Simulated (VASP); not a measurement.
# ZnAuF3 (P4/mmm) in VASP: relaxation of cell and atoms with PBE

Aim: the relaxation of cell and atoms of ZnAuF3 with PBE.

Program: VASP 6.6.1. These are calculated values, not measurements. Logs are shortened: lines on timing, memory, paths and dates and some standing lists are left out, and cuts for length are marked.

**1. The cell of the first run**

It takes space group P4/mmm (No. 123, tetragonal). Conventional cell: a = 3.165 Å, b = 3.165 Å, c = 7.239 Å, α = 90.00°, β = 90.00°, γ = 90.00°. Zn (site symmetry 4/mmm) has 4 F at 1.58 Å within 2.1 Å. Au (site symmetry 4/mmm) has 4 Au at 3.17 Å and 2 Zn at 3.62 Å and 16 F at 3.95 to 4.26 Å within 4.3 Å. F (site symmetry 4/mmm) has 4 F at 1.58 Å within 2.1 Å. Within 2.1 Å of F (site symmetry mmm) lie 2 Zn at 1.58 Å and 2 F at 1.58 Å.

The cell was generated, and may not be a known phase.

**2. Relaxation of cell and atoms, PBE**

The input, INCAR:

```
PREC     = Accurate       # precision mode
ENCUT    = 700            # plane-wave cutoff, eV
EDIFF    = 1E-7           # SCF threshold, eV
ISMEAR   = 0              # smearing method
SIGMA    = 0.1            # smearing width, eV
LREAL    = False          # projectors in reciprocal space
LASPH    = True           # aspherical terms in the spheres
NELM     = 120            # most SCF steps
ALGO     = Normal         # electronic algorithm
ISIF     = 3              # what is computed and relaxed
LWAVE    = False          # write WAVECAR
LCHARG   = False          # write CHGCAR
GGA      = PE             # functional
IBRION   = 2              # ionic algorithm
NSW      = 90             # ionic steps
EDIFFG   = -0.04          # ionic threshold
GGA_COMPAT= False        
NELMIN   = 4
```

The input, KPOINTS:

```
regular mesh
0
Gamma
  6 6 4
```

The input, POSCAR:

```
ZnAuF3
1.0
    3.1654712100      0.0000000000      0.0000000000
    0.0000000000      3.1654712100      0.0000000000
    0.0000000000      0.0000000000      7.2389899100
Zn Au F
1 1 3
Direct
    0.0000000000      0.0000000000      0.0000000000
    0.0000000000      0.0000000000      0.5000000000
    0.5000000000      0.5000000000      0.0000000000
    0.0000000000      0.5000000000      0.0000000000
    0.5000000000      0.0000000000      0.0000000000
```

Potentials or basis: VASP PAW PBE potentials, release 64 (Zn, Au_sv_GW, F).

Command:

```sh
$ cat potpaw_PBE.64/Zn/POTCAR potpaw_PBE.64/Au_sv_GW/POTCAR potpaw_PBE.64/F/POTCAR > POTCAR
$ mpirun -np 1 vasp_std > vasp.out
```

OUTCAR:

```text
PREC = Accurate
   ENCUT = 700
   EDIFF = 1E-7
   ISMEAR = 0
   LREAL = False
   LASPH = True
   NELM = 120
   ISIF = 3
   GGA = PE
   IBRION = 2
   NSW = 90
   EDIFFG = -0.04
   NELMIN = 4

 ion  position               nearest neighbor table
   1  0.000  0.000  0.000-   4 1.58   5 1.58   4 1.58   5 1.58   3 2.24   3 2.24   3 2.24   3 2.24

   2  0.000  0.000  0.500-
   3  0.500  0.500  0.000-   4 1.58   5 1.58   5 1.58   4 1.58   1 2.24   1 2.24   1 2.24   1 2.24

   4  0.000  0.500  0.000-   1 1.58   3 1.58   1 1.58   3 1.58
   5  0.500  0.000  0.000-   1 1.58   3 1.58   3 1.58   1 1.58

  LATTYP: Found a simple tetragonal cell.
 ALAT       =     3.1654712100
 C/A-ratio  =     2.2868601323

  Lattice vectors:

 A1 = (   3.1654712100,   0.0000000000,   0.0000000000)
 A2 = (   0.0000000000,   3.1654712100,   0.0000000000)
 A3 = (   0.0000000000,   0.0000000000,   7.2389899100)

Analysis of symmetry for initial positions (statically):
=====================================================================
 Subroutine PRICEL returns:
 Original cell was already a primitive cell.

 Routine SETGRP: Setting up the symmetry group for a
 simple tetragonal supercell.

 Subroutine GETGRP returns: Found 16 space group operations
 (whereof 16 operations were pure point group operations)
 out of a pool of 16 trial point group operations.

The static configuration has the point symmetry D_4h.

Analysis of symmetry for dynamics (positions and initial velocities):
=====================================================================
 Subroutine PRICEL returns:
 Original cell was already a primitive cell.

 Routine SETGRP: Setting up the symmetry group for a
 simple tetragonal supercell.

 Subroutine GETGRP returns: Found 16 space group operations
 (whereof 16 operations were pure point group operations)
 out of a pool of 16 trial point group operations.

The dynamic configuration has the point symmetry D_4h.

 Subroutine INISYM returns: Found 16 space group operations
 (whereof 16 operations are pure point group operations),
 and found     1 'primitive' translations

----------------------------------------------------------------------------------------

                                     Primitive cell

  volume of cell :      72.5362

  direct lattice vectors                    reciprocal lattice vectors
     3.165471210  0.000000000  0.000000000     0.315908733  0.000000000  0.000000000
     0.000000000  3.165471210  0.000000000     0.000000000  0.315908733  0.000000000
     0.000000000  0.000000000  7.238989910     0.000000000  0.000000000  0.138140820

  length of vectors
     3.165471210  3.165471210  7.238989910     0.315908733  0.315908733  0.138140820

  position of ions in fractional coordinates (direct lattice)
     0.000000000  0.000000000  0.000000000
     0.000000000  0.000000000  0.500000000
     0.500000000  0.500000000  0.000000000
     0.000000000  0.500000000  0.000000000
     0.500000000  0.000000000  0.000000000

  ion indices of the primitive-cell ions
   primitive index   ion index
                 1           1
                 2           2
                 3           3
                 4           4
                 5           5

----------------------------------------------------------------------------------------

 KPOINTS: regular mesh

Automatic generation of k-mesh.
 Grid dimensions read from file:
 generate k-points for:    6    6    4

 Generating k-lattice:

  Cartesian coordinates                     Fractional coordinates (reciprocal lattice)
     0.052651456  0.000000000  0.000000000     0.166666667  0.000000000  0.000000000
     0.000000000  0.052651456  0.000000000     0.000000000  0.166666667  0.000000000
     0.000000000  0.000000000  0.034535205     0.000000000  0.000000000  0.250000000

  Length of vectors
     0.052651456  0.052651456  0.034535205

  Shift w.r.t. Gamma in fractional coordinates (k-lattice)
     0.000000000  0.000000000  0.000000000

 Subroutine IBZKPT returns following result:
 ===========================================

 Found     30 irreducible k-points:

 Following reciprocal coordinates:
            Coordinates               Weight
  0.000000  0.000000  0.000000      1.000000
  0.166667  0.000000  0.000000      4.000000
  0.333333  0.000000  0.000000      4.000000
  0.500000  0.000000  0.000000      2.000000
  0.166667  0.166667  0.000000      4.000000
  0.333333  0.166667  0.000000      8.000000
[... 16 lines left out ...]
  0.333333  0.000000  0.500000      4.000000
  0.500000  0.000000  0.500000      2.000000
 [... further k-points ...]
   k-points           NKPTS =     30   k-points in BZ     NKDIM =     30   number of bands    NBANDS=     31
   number of dos      NEDOS =    301   number of ions     NIONS =      5
   total plane-waves  NPLWV =  50176
   dimension x,y,z NGX =    28 NGY =   28 NGZ =   64
   dimension x,y,z NGXF=    56 NGYF=   56 NGZF=  128
   ions per type =               1   1   3
   NGX,Y,Z   is equivalent  to a cutoff of  14.71, 14.71, 14.70 a.u.
   NGXF,Y,Z  is equivalent  to a cutoff of  29.41, 29.41, 29.40 a.u.
 SYSTEM =  unknown system
   PREC   = accura    normal or accurate (medium, high low for compatibility)
   ISTART =      0    job   : 0-new  1-cont  2-samecut
   ICHARG =      2    charge: 1-file 2-atom 10-const
   ISPIN  =      1    spin polarized calculation?
   LNONCOLLINEAR =      F non collinear calculations
   LSORBIT =      F    spin-orbit coupling
   LASPH  =      T    aspherical Exc in radial PAW
   ENCUT  =  700.0 eV  51.45 Ry    7.17 a.u.   6.83  6.83 15.62*2*pi/ulx,y,z
   NELM   =    120;   NELMIN=  4; NELMDL= -5     # of ELM steps
   EDIFF  = 0.1E-06   stopping-criterion for ELM
   LREAL  =      F    real-space projection
   EDIFFG = -.4E-01   stopping-criterion for IOM
   NSW    =     90    number of steps for IOM
   IBRION =      2    ionic relax: 0-MD 1-quasi-New 2-CG
   NFREE  =      1    steps in history (QN), initial steepest desc. (CG)
   ISIF   =      3    stress and relaxation
   ISYM   =      2    0-nonsym 1-usesym 2-fastsym
   POTIM  = 0.5000    time-step for ionic-motion
   TEBEG  =    0.0;   TEEND  =   0.0 temperature during run
   PSTRESS=    0.0 pullay stress
   NELECT =      52.0000    total number of electrons
   NUPDOWN=      -1.0000    fix difference up-down
   EMIN   =  10.00;   EMAX   =-10.00  energy-range for DOS
   EFERMI =   0.00;   METHOD = LEGACY
   ISMEAR =     0;   SIGMA  =   0.10  broadening in eV -4-tet -1-fermi 0-gaus
   EFERMI_NEDOS =   21; number of points for ismear=-14 and -15
   IALGO  =     38    algorithm
   IMIX   =      4    mixing-type and parameters
     AMIX     =   0.40;   BMIX     =  1.00
     AMIX_MAG =   1.60;   BMIX_MAG =  1.00
  volume/ion in A,a.u.               =      14.51        97.90
  Fermi-wavevector in a.u.,A,eV,Ry     =   1.465180  2.768789 29.208348  2.146753
  Thomas-Fermi vector in A             =   2.581068
   LORBIT       =      0    0 simple, 1 ext, 2 COOP (PROOUT), +10 PAW based schemes
   GGA     = PE    functional components
   LHFCALC =     F    Hartree Fock is set to
   AEXX    =    0.0000 exact exchange contribution
   IVDW    =     0    specifies the selected vdW correction
   LEPSILON=     F    determine dielectric tensor
   LRPA    =     F    only Hartree local field effects (RPA)
 conjugate gradient relaxation of ions
 non-spin polarized calculation
 Gauss-broadening in eV      SIGMA  =   0.10
  energy-cutoff  :      700.00
  volume of cell :       72.54
 maximum number of plane-waves:      3084
 NGX is ok and might be reduce to    28
   NGX = 13   NGY = 13   NGZ = 31

--------------------------------------- Ionic step        1  -------------------------------------------

 number of electron      51.9999952 magnetization

 Free energy of the ion-electron system (eV)
  ---------------------------------------------------
  ext. energy  EPLUGINS =         0.00000000
  ---------------------------------------------------
  free energy    TOTEN  =         3.60631972 eV

  energy without entropy =        3.64130531  energy(sigma->0) =        3.62381252

 E-fermi :   3.1904     XC(G=0):  -9.7615

 val. band max:        3.1891055203   @ k =   0.1667   0.0000   0.0000
 cond. band min:       3.2032771191   @ k =   0.3333   0.1667   0.5000
 fundamental gap:      0.0141715989
 Fermi energy:         3.1904434823

 k-point     1 :       0.0000    0.0000    0.0000
  band No.  band energies     occupation
      1    -101.0307      2.00000
      2     -52.3484      2.00000
      3     -52.3367      2.00000
      4     -52.3367      2.00000
      5     -29.5832      2.00000
      6     -25.3025      2.00000
[... 805 lines left out ...]
     30       9.1985      0.00000
     31       9.3957      0.00000

 [... further k-points ...]

------------------------ aborting loop because EDIFF is reached ----------------------------------------

  FORCE on cell =-STRESS in cart. coord.  units (eV):
  Direction    XX          YY          ZZ          XY          YZ          ZX
  --------------------------------------------------------------------------------------
  -------------------------------------------------------------------------------------
  Total       74.5361658     74.5361658     -1.9251456      0.0000000      0.0000000      0.0000000
  in kB     1646.3528642   1646.3528642    -42.5225652      0.0000000      0.0000000      0.0000000
  external PRESSURE =    1083.3943878 kB  Pullay stress =       0.0000000 kB
[... 98 lines left out ...]
  FREE ENERGIE OF THE ION-ELECTRON SYSTEM (eV)
  ---------------------------------------------------
  free  energy   TOTEN  =       -10.2433590544 eV

  energy  without entropy=      -10.2053354617  energy(sigma->0) =      -10.22434726

[... ionic steps 4 to 13 ...]

--------------------------------------- Ionic step       14  -------------------------------------------

 number of electron      51.9999922 magnetization

------------------------ aborting loop because EDIFF is reached ----------------------------------------
[... 73 lines left out ...]
--------------------------------------- Ionic step       16  -------------------------------------------

 number of electron      51.9999910 magnetization

 Free energy of the ion-electron system (eV)
  ---------------------------------------------------
  ext. energy  EPLUGINS =         0.00000000
  ---------------------------------------------------
  free energy    TOTEN  =       -11.06105268 eV

  energy without entropy =      -11.02146421  energy(sigma->0) =      -11.04125844

 E-fermi :  -0.7652     XC(G=0):  -8.8612

 val. band max:       -0.7730227295   @ k =   0.3333   0.1667   0.2500
 cond. band min:      -0.7644999302   @ k =   0.3333   0.1667   0.0000
 fundamental gap:      0.0085227994
 Fermi energy:        -0.7651730275

 k-point     1 :       0.0000    0.0000    0.0000
  band No.  band energies     occupation
      1    -104.1237      2.00000
      2     -55.6476      2.00000
      3     -55.4249      2.00000
      4     -55.4249      2.00000
      5     -23.8371      2.00000
      6     -22.8729      2.00000
[... 805 lines left out ...]
     30       8.1107      0.00000
     31       8.8993      0.00000

 [... further k-points ...]

------------------------ aborting loop because EDIFF is reached ----------------------------------------

  FORCE on cell =-STRESS in cart. coord.  units (eV):
  Direction    XX          YY          ZZ          XY          YZ          ZX
  --------------------------------------------------------------------------------------
  -------------------------------------------------------------------------------------
  Total        0.0545108      0.0545108      0.0114306      0.0000000      0.0000000     -0.0000000
  in kB        0.9562988      0.9562988      0.2005299      0.0000000      0.0000000     -0.0000000
  external PRESSURE =       0.7043759 kB  Pullay stress =       0.0000000 kB
[... 20 lines left out ...]
  FREE ENERGIE OF THE ION-ELECTRON SYSTEM (eV)
  ---------------------------------------------------
  free  energy   TOTEN  =       -11.0610526792 eV

  energy  without entropy=      -11.0214642090  energy(sigma->0) =      -11.04125844

 reached required accuracy - stopping structural energy minimisation
```

Wall time 20 min (1 thread of Intel Xeon Platinum 8488C (Sapphire Rapids), shared host); peak memory 0.3 GiB.

Results:

| Item | Value |
| --- | --- |
| Free energy | -11.0611 eV |
| Relaxed volume | 18.27 Å³/atom |
| Relaxed cell | a = 4.116 Å, b = 4.116 Å, c = 5.391 Å, α = 90.00°, β = 90.00°, γ = 90.00° |
| Space group after relaxing (to 0.1 Å) | P4/mmm (No. 123) |
| Energy gained by relaxing | 2933.5 meV/atom |
| Ionic steps | 16 |
| Pressure after relaxing | 0.1 GPa |
| Band gap on the k mesh | zero (bands 26 and 27 overlap by 0.41 eV) |

The path:
```
step  energy change (eV)  largest force (eV/Å)  pressure (GPa)  volume (Å³)
   1              0.0000                0.0000          108.34        72.54
   2             -0.5788                0.0000          -35.72       210.40
   3            -13.8497                0.0000           -6.39       131.33
   4            -14.0890                0.0000           -4.28       125.78
   5            -14.2191                0.0000           -0.56       117.97
   6            -14.2180                0.0000           -1.09       118.99
   7            -14.2392                0.0000           -1.10       117.41
   8            -14.3094                0.0000           -1.04       112.67
   9            -14.4732                0.0000           -0.63       103.19
  10            -14.5638                0.0000            4.66        84.24
  11            -14.5992                0.0000            0.23        95.83
  12            -14.6497                0.0000            1.72        90.04
  13            -14.6635                0.0000            0.81        89.88
  14            -14.6635                0.0000            0.85        89.89
  15            -14.6666                0.0000            0.38        90.73
  16            -14.6674                0.0000            0.07        91.33
```

Final structure:
```
Zn Au F
1.0
     4.11580    0.00000    0.00000
     0.00000    4.11580    0.00000
     0.00000    0.00000    5.39126
Zn Au F
1 1 3
Cartesian
  0.0000 0.0000 0.0000
  0.0000 0.0000 2.6956
  2.0579 2.0579 0.0000
  0.0000 2.0579 0.0000
  2.0579 0.0000 0.0000
```

Levels at points of the mesh, in eV from the Fermi level:
```tsv
k point	band 22	band 23	band 24	band 25	band 26	band 27	band 28	band 29	band 30	band 31
(0.00, 0.00, 0.00)	-1.67	-1.61	-1.43	-1.41	0.38	0.38	4.34	4.87	8.51	8.51
(0.50, 0.00, 0.00)	-1.65	-1.58	-1.51	-1.50	0.06	0.39	3.77	4.13	6.64	9.13
(0.50, 0.50, 0.00)	-1.67	-1.60	-1.60	-1.54	-1.29	1.09	3.85	4.82	4.82	8.17
(0.00, 0.00, 0.50)	-1.67	-1.42	-1.40	-0.63	0.38	0.38	0.56	8.54	8.54	9.61
(0.50, 0.00, 0.50)	-1.66	-1.62	-1.52	-1.52	0.02	0.39	2.79	4.51	8.88	9.66
(0.50, 0.50, 0.50)	-1.81	-1.81	-1.77	-1.55	-1.30	0.51	4.18	5.53	5.53	9.32
```

Caveat: the volume moved by over 15 % at a fixed basis, so the end points are rough; spin-orbit coupling is left out, which moves the levels of the heavy elements.
